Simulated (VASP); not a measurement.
# Pb (P6_3/mmc) in VASP: further runs

The runs below take Pb through single point, with BLYP.

All numbers are computed with VASP 6.6.1; they aren't measurements. Logs are shortened: lines on timing, memory, paths and dates and some standing lists are left out, and cuts for length are marked.

## 1. The cell of the first run

The structure is hexagonal, space group P6_3/mmc (No. 194). Conventional cell: a = 3.652 Å, b = 3.652 Å, c = 6.022 Å, α = 90.00°, β = 90.00°, γ = 120.00°. Pb (site symmetry -6m2) has 12 Pb at 3.65 to 3.68 Å within 4.8 Å.

This isn't the form of Pb at room conditions, which is fcc.

## 2. Single point, BLYP (34.78 Å³/atom)

Input file INCAR:

```
SYSTEM = Pb
PREC = Accurate ; ENCUT = 520
EDIFF = 1E-6 ; ISMEAR = -1
SIGMA = 0.1 ; LREAL = .FALSE.
LASPH = .TRUE. ; NELM = 60
ALGO = Normal ; ISIF = 2
LWAVE = .FALSE. ; LCHARG = .TRUE.
GGA = B5 ; ALDAX = 1.0
AGGAX = 1.0 ; AGGAC = 1.0
ALDAC = 0.0 ; LELF = .TRUE.
LVHAR = .TRUE. ; NBANDS = 21
```

Input file KPOINTS:

```
regular mesh
0
G
  11 11 6
  0 0 0
```

Input file POSCAR:

```
Pb
1.0
    3.6521949880      0.0000000000      0.0000000000
   -1.8260974940      3.1628936392      0.0000000000
    0.0000000000      0.0000000000      6.0219994471
Pb
2
Direct
    0.3333333333      0.6666666667      0.2500000000
    0.6666666667      0.3333333333      0.7500000000
```

Potentials or basis: VASP PAW PBE potentials, release 64 (Pb_d).

Launch:

```bash
$ cat potpaw_PBE.64/Pb_d/POTCAR > POTCAR
$ mpirun -np 1 vasp_std > vasp.out
```

OUTCAR:

```text
SYSTEM = Pb
   PREC = Accurate
   ENCUT = 520
   EDIFF = 1E-6
   ISMEAR = -1
   LREAL = .FALSE.
   LASPH = .TRUE.
   NELM = 60
   ISIF = 2
   GGA = B5

 ion  position               nearest neighbor table
   1  0.333  0.667  0.250-   2 3.68   2 3.68   2 3.68   2 3.68   2 3.68   2 3.68
   2  0.667  0.333  0.750-   1 3.68   1 3.68   1 3.68   1 3.68   1 3.68   1 3.68

  LATTYP: Found a hexagonal cell.
 ALAT       =     3.6521949880
 C/A-ratio  =     1.6488712861

  Lattice vectors:

 A1 = (   3.6521949880,   0.0000000000,   0.0000000000)
 A2 = (  -1.8260974940,   3.1628936392,   0.0000000000)
 A3 = (   0.0000000000,   0.0000000000,   6.0219994471)

Analysis of symmetry for initial positions (statically):
=====================================================================
 Subroutine PRICEL returns:
 Original cell was already a primitive cell.

 Routine SETGRP: Setting up the symmetry group for a
 hexagonal supercell.

 Subroutine GETGRP returns: Found 24 space group operations
 (whereof 12 operations were pure point group operations)
 out of a pool of 24 trial point group operations.

The static configuration has the point symmetry D_3d.
 The point group associated with its full space group is D_6h.

Analysis of symmetry for dynamics (positions and initial velocities):
=====================================================================
 Subroutine PRICEL returns:
 Original cell was already a primitive cell.

 Routine SETGRP: Setting up the symmetry group for a
 hexagonal supercell.

 Subroutine GETGRP returns: Found 24 space group operations
 (whereof 12 operations were pure point group operations)
 out of a pool of 24 trial point group operations.

The dynamic configuration has the point symmetry D_3d.
 The point group associated with its full space group is D_6h.

 Subroutine INISYM returns: Found 24 space group operations
 (whereof 12 operations are pure point group operations),
 and found     1 'primitive' translations

----------------------------------------------------------------------------------------

                                     Primitive cell

  volume of cell :      69.5632

  direct lattice vectors                    reciprocal lattice vectors
     3.652194988  0.000000000  0.000000000     0.273807944  0.158083090  0.000000000
    -1.826097494  3.162893639  0.000000000     0.000000000  0.316166180  0.000000000
     0.000000000  0.000000000  6.021999447     0.000000000  0.000000000  0.166057803

  length of vectors
[... 80 lines left out ...]
   ENCUT  =  520.0 eV  38.22 Ry    6.18 a.u.   6.79  6.79 11.20*2*pi/ulx,y,z
   NELM   =     60;   NELMIN=  2; NELMDL= -5     # of ELM steps
   EDIFF  = 0.1E-05   stopping-criterion for ELM
   LREAL  =      F    real-space projection
   EDIFFG = 0.1E-04   stopping-criterion for IOM
   NSW    =      0    number of steps for IOM
   IBRION =     -1    ionic relax: 0-MD 1-quasi-New 2-CG
   NFREE  =      0    steps in history (QN), initial steepest desc. (CG)
   ISIF   =      2    stress and relaxation
   ISYM   =      2    0-nonsym 1-usesym 2-fastsym
   POTIM  = 0.5000    time-step for ionic-motion
   TEBEG  =    0.0;   TEEND  =   0.0 temperature during run
   PSTRESS=    0.0 pullay stress
   NELECT =      28.0000    total number of electrons
   NUPDOWN=      -1.0000    fix difference up-down
   EMIN   =  10.00;   EMAX   =-10.00  energy-range for DOS
   EFERMI =   0.00;   METHOD = LEGACY
   ISMEAR =    -1;   SIGMA  =   0.10  broadening in eV -4-tet -1-fermi 0-gaus
   EFERMI_NEDOS =   21; number of points for ismear=-14 and -15
   IALGO  =     38    algorithm
   IMIX   =      4    mixing-type and parameters
     AMIX     =   0.40;   BMIX     =  1.00
     AMIX_MAG =   1.60;   BMIX_MAG =  1.00
  volume/ion in A,a.u.               =      34.78       234.72
  Fermi-wavevector in a.u.,A,eV,Ry     =   1.208744  2.284195 19.878965  1.461063
  Thomas-Fermi vector in A             =   2.344343
   LORBIT       =      0    0 simple, 1 ext, 2 COOP (PROOUT), +10 PAW based schemes
   GGA     = B5    functional components
   LHFCALC =     F    Hartree Fock is set to
   AEXX    =    0.0000 exact exchange contribution
   IVDW    =     0    specifies the selected vdW correction
   LEPSILON=     F    determine dielectric tensor
   LRPA    =     F    only Hartree local field effects (RPA)
 non-spin polarized calculation
  energy-cutoff  :      520.00
  volume of cell :       69.56
 maximum number of plane-waves:      1906
 NGX is ok and might be reduce to    28
   NGX = 13   NGY = 13   NGZ = 23

 number of electron      28.0000001 magnetization

 Free energy of the ion-electron system (eV)
  ---------------------------------------------------
  ext. energy  EPLUGINS =         0.00000000
  ---------------------------------------------------
  free energy    TOTEN  =        -5.73300243 eV

  energy without entropy =       -5.68887878  energy(sigma->0) =       -5.71094061

 E-fermi :   6.3011     XC(G=0):  -8.9699

 val. band max:        6.2776911496   @ k =   0.3636  -0.0000   0.0000
 cond. band min:       6.3496170103   @ k =   0.1818   0.1818   0.1667
 fundamental gap:      0.0719258607
 Fermi energy:         6.3010628117

 k-point     1 :       0.0000    0.0000    0.0000
  band No.  band energies     occupation
      1     -10.6946      2.00000
      2     -10.6929      2.00000
      3     -10.6743      2.00000
      4     -10.6743      2.00000
      5     -10.6621      2.00000
      6     -10.6621      2.00000
[... 565 lines left out ...]
     20      15.1700      0.00000
     21      15.6013      0.00000

 [... further k-points ...]

------------------------ aborting loop because EDIFF is reached ----------------------------------------

  FORCE on cell =-STRESS in cart. coord.  units (eV):
  Direction    XX          YY          ZZ          XY          YZ          ZX
  --------------------------------------------------------------------------------------
  -------------------------------------------------------------------------------------
  Total       -0.0547549     -0.0547549     -0.0679247      0.0000000      0.0000000      0.0000000
  in kB       -1.2611137     -1.2611137     -1.5644408      0.0000000      0.0000000      0.0000000
  external PRESSURE =      -1.3622227 kB  Pullay stress =       0.0000000 kB

 VOLUME and BASIS-vectors are now :
 -----------------------------------------------------------------------------
  energy-cutoff  :      520.00
  volume of cell :       69.56
      direct lattice vectors                 reciprocal lattice vectors
     3.652194988  0.000000000  0.000000000     0.273807944  0.158083090  0.000000000
    -1.826097494  3.162893639  0.000000000     0.000000000  0.316166180  0.000000000
     0.000000000  0.000000000  6.021999447     0.000000000  0.000000000  0.166057803

 POSITION                                       TOTAL-FORCE (eV/Angst)
 -----------------------------------------------------------------------------------
     -0.00000      2.10860      1.50550        -0.000000     -0.000000      0.000000
      1.82610      1.05430      4.51650         0.000000      0.000000      0.000000
 -----------------------------------------------------------------------------------
    total drift:                               -0.000000      0.000000      0.000000

  FREE ENERGIE OF THE ION-ELECTRON SYSTEM (eV)
  ---------------------------------------------------
  free  energy   TOTEN  =        -5.7330024318 eV

  energy  without entropy=       -5.6888787834  energy(sigma->0) =       -5.71094061
```

OSZICAR:

```text
N       E                     dE             d eps       ncg     rms          rms(c)
DAV:   1     0.296125164903E+03    0.29613E+03   -0.14192E+04  2688   0.155E+03
DAV:   2     0.153948766516E+02   -0.28073E+03   -0.27440E+03  2718   0.394E+02
DAV:   3    -0.508670919162E+01   -0.20482E+02   -0.20233E+02  3275   0.133E+02
DAV:   4    -0.574867197020E+01   -0.66196E+00   -0.66156E+00  3186   0.284E+01
DAV:   5    -0.578347546024E+01   -0.34803E-01   -0.34803E-01  3699   0.590E+00    0.104E+00
DAV:   6    -0.573983956336E+01    0.43636E-01   -0.90033E-02  3460   0.413E+00    0.390E-01
DAV:   7    -0.573311567845E+01    0.67239E-02   -0.29203E-02  3762   0.228E+00    0.987E-02
DAV:   8    -0.573303125519E+01    0.84423E-04   -0.13003E-03  3617   0.458E-01    0.285E-02
DAV:   9    -0.573299971745E+01    0.31538E-04   -0.97386E-05  3592   0.154E-01    0.762E-03
DAV:  10    -0.573300223149E+01   -0.25140E-05   -0.89916E-06  2835   0.280E-02    0.125E-03
DAV:  11    -0.573300243183E+01   -0.20034E-06   -0.48273E-07  2084   0.999E-03
   1 F= -.57330024E+01 E0= -.57109406E+01  d E =-.441236E-01
```

Wall time 32 s (1 thread of Intel Xeon 6975P-C (Granite Rapids), shared host); peak memory 0.22 GiB.

Results:

```yaml
Free_energy: -5.7330 eV
Pressure: -0.1 GPa
Band_gap_on_the_k_mesh: zero (bands 14 and 15 overlap by 6.09 eV)
```

Caveat: the PAW data sets were made with another functional, which shifts forces and pressure a little; spin-orbit coupling is left out, which moves the levels of the heavy elements.

(Continued in part 2 of 2.)
